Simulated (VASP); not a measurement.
# AlNi (P1) in VASP: single point with r2SCAN

Aim: the single point of AlNi with r2SCAN.

Everything below comes from runs of VASP 6.6.1. Logs are shortened: lines on timing, memory, paths and dates and some standing lists are left out, and cuts for length are marked.

**1. The cell of the first run**

The typed cell holds 4 atoms: a = 4.044 Å, b = 4.045 Å, c = 4.052 Å, α = 119.94°, β = 119.94°, γ = 90.00°.

**2. Single point, r2SCAN (all Ni atoms moved 0.3 Å in one direction)**

Contents of POSCAR:

```
AlNi
1.0
    0.0000000000      4.0443345743      0.0000000000
   -4.0447750766      0.0000000000      0.0000000000
    2.0223875383     -2.0221672871      2.8700173037
Al Ni
2 2
Direct
    0.4586654930      0.4708319606     -0.0277607029
   -0.0413345070      0.9708319606     -0.0277607029
    0.7913345070      0.2791680394      0.5277607029
    0.2913345070      0.7791680394      0.5277607029
```

Contents of INCAR.step1:

```
PREC = Accurate ; ENCUT = 520
ISMEAR = 0 ; SIGMA = 0.15
LREAL = False ; LASPH = True
NELM = 80 ; NBANDS = 21
GGA = PE ; ALGO = Normal
EDIFF = 1E-4 ; LWAVE = True
LCHARG = False
```

Contents of INCAR.step2:

```
PREC = Accurate ; ENCUT = 520
EDIFF = 1E-7 ; ISMEAR = 0
SIGMA = 0.15 ; LREAL = False
LASPH = True ; NELM = 80
ALGO = Normal ; ISIF = 2
LWAVE = False ; LCHARG = False
METAGGA = R2SCAN ; LMIXTAU = True
NBANDS = 21 ; ISTART = 1
```

Contents of KPOINTS:

```
Automatic mesh
0
Gamma
  12 12 12
```

Potentials or basis: VASP PAW PBE potentials, release 64 (Al, Ni).

Run with:

```sh
> cat potpaw_PBE.64/Al/POTCAR potpaw_PBE.64/Ni/POTCAR > POTCAR
> cp INCAR.step1 INCAR
> mpirun -np 1 vasp_std > vasp.out
> cp INCAR.step2 INCAR
> mpirun -np 1 vasp_std > vasp.out
```

OUTCAR:

```text
PREC = Accurate
   ENCUT = 520
   EDIFF = 1E-7
   ISMEAR = 0
   LREAL = False
   LASPH = True
   NELM = 80
   ISIF = 2
   METAGGA = R2SCAN
   ISTART = 1

 ion  position               nearest neighbor table
   1  0.459  0.471  0.972-   3 2.21   4 2.30   4 2.41   3 2.49   4 2.51   3 2.58   3 2.68   4 2.76
                             2 2.86   2 2.86   2 2.86   2 2.86   2 2.87   2 2.87
   2  0.959  0.971  0.972-   4 2.21   3 2.30   3 2.41   4 2.49   3 2.51   4 2.58   4 2.68   3 2.76
                             1 2.86   1 2.86   1 2.86   1 2.86   1 2.87   1 2.87
   3  0.791  0.279  0.528-   1 2.21   2 2.30   2 2.41   1 2.49   2 2.51   1 2.58   1 2.68   2 2.76
                             4 2.86   4 2.86   4 2.86   4 2.86   4 2.87   4 2.87
   4  0.291  0.779  0.528-   2 2.21   1 2.30   1 2.41   2 2.49   1 2.51   2 2.58   2 2.68   1 2.76
                             3 2.86   3 2.86   3 2.86   3 2.86   3 2.87   3 2.87

  LATTYP: Found a body centered orthorhombic cell.
 ALAT       =     4.0443345743
 B/A-ratio  =     1.0001089184
 C/A-ratio  =     1.4192778817

  Lattice vectors:

 A1 = (  -2.0223875383,   2.0221672871,  -2.8700173037)
 A2 = (   2.0223875383,  -2.0221672872,  -2.8700173037)
 A3 = (  -2.0223875383,  -2.0221672871,   2.8700173037)

Analysis of symmetry for initial positions (statically):
=====================================================================
 Subroutine PRICEL returns following result:

  LATTYP: Found a base centered orthorhombic cell.
 ALAT       =     4.0443345743
 B/A-ratio  =     1.0001089184
 C/A-ratio  =     0.7096389408

  Lattice vectors:

 A1 = (   2.0223875383,   2.0221672871,   0.0000000000)
 A2 = (  -2.0223875383,   2.0221672871,   0.0000000000)
 A3 = (   0.0000000000,   0.0000000000,   2.8700173037)

   2 primitive cells build up your supercell.

 Routine SETGRP: Setting up the symmetry group for a
 body centered orthorhombic supercell.

 Subroutine GETGRP returns: Found  1 space group operations
 (whereof  1 operations were pure point group operations)
 out of a pool of  8 trial point group operations.

The static configuration has the point symmetry C_1 .

Analysis of symmetry for dynamics (positions and initial velocities):
=====================================================================
 Subroutine PRICEL returns following result:

  LATTYP: Found a base centered orthorhombic cell.
 ALAT       =     4.0443345743
 B/A-ratio  =     1.0001089184
 C/A-ratio  =     0.7096389408

  Lattice vectors:

 A1 = (   2.0223875383,   2.0221672871,   0.0000000000)
 A2 = (  -2.0223875383,   2.0221672871,   0.0000000000)
 A3 = (   0.0000000000,   0.0000000000,   2.8700173037)

   2 primitive cells build up your supercell.

 Routine SETGRP: Setting up the symmetry group for a
 body centered orthorhombic supercell.

 Subroutine GETGRP returns: Found  1 space group operations
 (whereof  1 operations were pure point group operations)
 out of a pool of  8 trial point group operations.

The dynamic configuration has the point symmetry C_1 .

 Subroutine INISYM returns: Found  1 space group operations
 (whereof  1 operations are pure point group operations),
 and found     2 'primitive' translations

----------------------------------------------------------------------------------------

                                     Primitive cell

  volume of cell :      23.4745

  direct lattice vectors                    reciprocal lattice vectors
     2.022387538  2.022167287  0.000000000     0.247232536  0.247259464 -0.000000000
    -2.022387538  2.022167287  0.000000000    -0.247232536  0.247259464 -0.000000000
     0.000000000  0.000000000  2.870017304     0.000000000  0.000000000  0.348429955

  length of vectors
     2.859932148  2.859932148  2.870017304     0.349658647  0.349658647  0.348429955

  position of ions in fractional coordinates (direct lattice)
     0.987833532  0.957258156  0.972239297
     0.512166468  0.542741844  0.527760703

  ion indices of the primitive-cell ions
   primitive index   ion index
                 1           1
                 2           4

----------------------------------------------------------------------------------------

 KPOINTS: Automatic mesh

Automatic generation of k-mesh.
 Grid dimensions read from file:
 generate k-points for:   12   12   12

 Generating k-lattice:

  Cartesian coordinates                     Fractional coordinates (reciprocal lattice)
     0.000000000  0.020604955  0.014517915     0.083333333  0.000000000  0.000000000
    -0.020602711  0.000000000  0.014517915     0.000000000  0.083333333 -0.000000000
     0.000000000  0.000000000  0.029035830     0.000000000  0.000000000  0.083333333

  Length of vectors
     0.025205833  0.025203999  0.029035830

  Shift w.r.t. Gamma in fractional coordinates (k-lattice)
     0.000000000  0.000000000  0.000000000

 Subroutine IBZKPT returns following result:
 ===========================================

 Found    868 irreducible k-points:

 Following reciprocal coordinates:
            Coordinates               Weight
  0.000000  0.000000  0.000000      1.000000
  0.083333  0.000000 -0.000000      2.000000
  0.083333  0.000000 -0.083333      2.000000
  0.166667  0.000000  0.000000      2.000000
  0.166667  0.000000 -0.166667      2.000000
  0.250000  0.000000 -0.000000      2.000000
[... 16 lines left out ...]
 -0.166667 -0.083333  0.250000      2.000000
  0.250000  0.083333 -0.000000      2.000000
 [... further k-points ...]
   k-points           NKPTS =    868   k-points in BZ     NKDIM =    868   number of bands    NBANDS=     21
   number of dos      NEDOS =    301   number of ions     NIONS =      4
   total plane-waves  NPLWV =  27000
   dimension x,y,z NGX =    30 NGY =   30 NGZ =   30
   dimension x,y,z NGXF=    60 NGYF=   60 NGZF=   60
   ions per type =               2   2
   NGX,Y,Z   is equivalent  to a cutoff of  12.33, 12.33, 12.31 a.u.
   NGXF,Y,Z  is equivalent  to a cutoff of  24.66, 24.66, 24.62 a.u.
 SYSTEM =  unknown system
   PREC   = accura    normal or accurate (medium, high low for compatibility)
   ISTART =      1    job   : 0-new  1-cont  2-samecut
   ICHARG =      0    charge: 1-file 2-atom 10-const
   ISPIN  =      1    spin polarized calculation?
   LNONCOLLINEAR =      F non collinear calculations
   LSORBIT =      F    spin-orbit coupling
   LASPH  =      T    aspherical Exc in radial PAW
   ENCUT  =  520.0 eV  38.22 Ry    6.18 a.u.   7.52  7.52  7.53*2*pi/ulx,y,z
   NELM   =     80;   NELMIN=  2; NELMDL=  0     # of ELM steps
   EDIFF  = 0.1E-06   stopping-criterion for ELM
   LREAL  =      F    real-space projection
   EDIFFG = 0.1E-05   stopping-criterion for IOM
   NSW    =      0    number of steps for IOM
   IBRION =     -1    ionic relax: 0-MD 1-quasi-New 2-CG
   NFREE  =      0    steps in history (QN), initial steepest desc. (CG)
   ISIF   =      2    stress and relaxation
   ISYM   =      2    0-nonsym 1-usesym 2-fastsym
   POTIM  = 0.5000    time-step for ionic-motion
   TEBEG  =    0.0;   TEEND  =   0.0 temperature during run
   PSTRESS=    0.0 pullay stress
   NELECT =      26.0000    total number of electrons
   NUPDOWN=      -1.0000    fix difference up-down
   EMIN   =  10.00;   EMAX   =-10.00  energy-range for DOS
   EFERMI =   0.00;   METHOD = LEGACY
   ISMEAR =     0;   SIGMA  =   0.15  broadening in eV -4-tet -1-fermi 0-gaus
   EFERMI_NEDOS =   21; number of points for ismear=-14 and -15
   IALGO  =     38    algorithm
   IMIX   =      4    mixing-type and parameters
     AMIX     =   0.40;   BMIX     =  1.00
     AMIX_MAG =   1.60;   BMIX_MAG =  1.00
  volume/ion in A,a.u.               =      11.74        79.21
  Fermi-wavevector in a.u.,A,eV,Ry     =   1.344386  2.540521 24.590810  1.807374
  Thomas-Fermi vector in A             =   2.472384
   LORBIT       =      0    0 simple, 1 ext, 2 COOP (PROOUT), +10 PAW based schemes
   METAGGA = R2SCAN    functional components
   LHFCALC =     F    Hartree Fock is set to
   AEXX    =    0.0000 exact exchange contribution
   IVDW    =     0    specifies the selected vdW correction
   LEPSILON=     F    determine dielectric tensor
   LRPA    =     F    only Hartree local field effects (RPA)
 non-spin polarized calculation
 Gauss-broadening in eV      SIGMA  =   0.15
  energy-cutoff  :      520.00
  volume of cell :       46.95
 maximum number of plane-waves:      1291
   NGX = 15   NGY = 15   NGZ = 15

 number of electron      25.9999999 magnetization

 Free energy of the ion-electron system (eV)
  ---------------------------------------------------
  ext. energy  EPLUGINS =         0.00000000
  ---------------------------------------------------
  free energy    TOTEN  =       -39.52049493 eV

  energy without entropy =      -39.50482293  energy(sigma->0) =      -39.51265893

 E-fermi :  10.1245     XC(G=0): -13.0831

 val. band max:       10.1241228164   @ k =  -0.0833  -0.0833   0.2500
 cond. band min:      10.1255717816   @ k =   0.1667  -0.3333  -0.1667
 fundamental gap:      0.0014489652
 Fermi energy:        10.1244697705

 k-point     1 :       0.0000    0.0000    0.0000
  band No.  band energies     occupation
      1      -1.7079      2.00000
      2       5.6788      2.00000
      3       5.7203      2.00000
      4       5.7459      2.00000
      5       6.5588      2.00000
      6       6.6214      2.00000
[... 13 lines left out ...]
     20      16.1392      0.00000
     21      16.2866      0.00000

 k-point     2 :       0.0833    0.0000   -0.0000
  band No.  band energies     occupation
      1      -1.6055      2.00000
      2       5.6128      2.00000
      3       5.7487      2.00000
      4       5.7786      2.00000
      5       6.5682      2.00000
      6       6.6311      2.00000
[... 13 lines left out ...]
     20      16.2198      0.00000
     21      16.5249      0.00000
[... 487 lines left out ...]
      5       6.6149      2.00000
      6       6.6568      2.00000
[... 13 lines left out ...]
     20      16.5999      0.00000
     21      18.4028      0.00000

 k-point    24 :       0.2500    0.0833   -0.0000
  band No.  band energies     occupation
      1      -0.4999      2.00000
      2       4.5569      2.00000
      3       6.0311      2.00000
      4       6.2002      2.00000
      5       6.6543      2.00000
      6       6.6994      2.00000
[... 13 lines left out ...]
     20      17.3395      0.00000
     21      19.8121      0.00000

 [... further k-points ...]

------------------------ aborting loop because EDIFF is reached ----------------------------------------

  FORCE on cell =-STRESS in cart. coord.  units (eV):
  Direction    XX          YY          ZZ          XY          YZ          ZX
  --------------------------------------------------------------------------------------
  -------------------------------------------------------------------------------------
  Total        1.0436450      2.6484471      1.8367350      0.5300450      1.6248735     -0.7941740
  in kB       35.6153649     90.3807438     62.6803078     18.0882827     55.4503362    -27.1019335
  external PRESSURE =      62.8921389 kB  Pullay stress =       0.0000000 kB

 VOLUME and BASIS-vectors are now :
 -----------------------------------------------------------------------------
  energy-cutoff  :      520.00
  volume of cell :       46.95
      direct lattice vectors                 reciprocal lattice vectors
     0.000000000  4.044334574  0.000000000     0.000000000  0.247259464  0.174214977
    -4.044775077  0.000000000  0.000000000    -0.247232536  0.000000000  0.174214978
     2.022387538 -2.022167287  2.870017304     0.000000000  0.000000000  0.348429955

 POSITION                                       TOTAL-FORCE (eV/Angst)
 -----------------------------------------------------------------------------------
      0.06184     -0.11103      2.79034        -0.815532      1.642163      1.251756
     -1.96055      1.91113      2.79034        -0.815532      1.642163      1.251756
     -0.06184      2.13320      1.51468         0.815532     -1.642163     -1.251756
     -2.08422      0.11103      1.51468         0.815532     -1.642163     -1.251756
 -----------------------------------------------------------------------------------
    total drift:                                0.001110      0.001699      0.000445

  FREE ENERGIE OF THE ION-ELECTRON SYSTEM (eV)
  ---------------------------------------------------
  free  energy   TOTEN  =       -39.5204949275 eV

  energy  without entropy=      -39.5048229308  energy(sigma->0) =      -39.51265893
```

Run time: 1.5 h. Hardware: 1 thread of Oxide Virtual Turin-like, shared host; peak memory 0.76 GiB.

Results:

| Property | Result |
| --- | --- |
| Free energy | -39.5205 eV |
| Pressure | 6.3 GPa |
| Largest force | 2.220 eV/Å |
| Band gap on the k mesh | zero (bands 13 and 14 overlap by 3.16 eV) |

Forces on the atoms (eV/Å):
```
Al  -0.816  1.642  1.252
Al  -0.816  1.642  1.252
Ni   0.816 -1.642 -1.252
Ni   0.816 -1.642 -1.252
```

Levels at points of the mesh, in eV from the Fermi level:
| k point | band 11 | band 12 | band 13 | band 14 | band 15 | band 16 |
| --- | --- | --- | --- | --- | --- | --- |
| (0.00, 0.00, 0.00) | -1.07 | 1.80 | 1.89 | 2.07 | 3.85 | 4.79 |
| (0.50, 0.00, 0.00) | -2.30 | -2.30 | 2.39 | 2.39 | 2.40 | 2.40 |
| (0.50, 0.00, 0.50) | -2.27 | -2.27 | 2.33 | 2.33 | 2.42 | 2.42 |
| (0.00, 0.50, 0.00) | -2.28 | -2.28 | 2.37 | 2.37 | 2.40 | 2.40 |
| (0.00, 0.50, 0.50) | -2.27 | -2.27 | 2.33 | 2.33 | 2.42 | 2.42 |
| (0.50, 0.50, 0.00) | -2.23 | -1.62 | -1.11 | -0.73 | 1.61 | 2.70 |
| (0.50, 0.50, 0.50) | -2.08 | -1.66 | -1.13 | -0.66 | 1.54 | 2.70 |
| (0.00, 0.00, 0.50) | -2.17 | -1.63 | -1.11 | -0.74 | 1.62 | 2.73 |

Caveat: the cell differs from its parent crystal (all Ni atoms moved 0.3 Å in one direction); the cell stands under pressure; the PAW data sets were made with another functional, which shifts forces and pressure a little. Spin polarisation is off, so any magnetic state and its effect on volume and gap are missing.
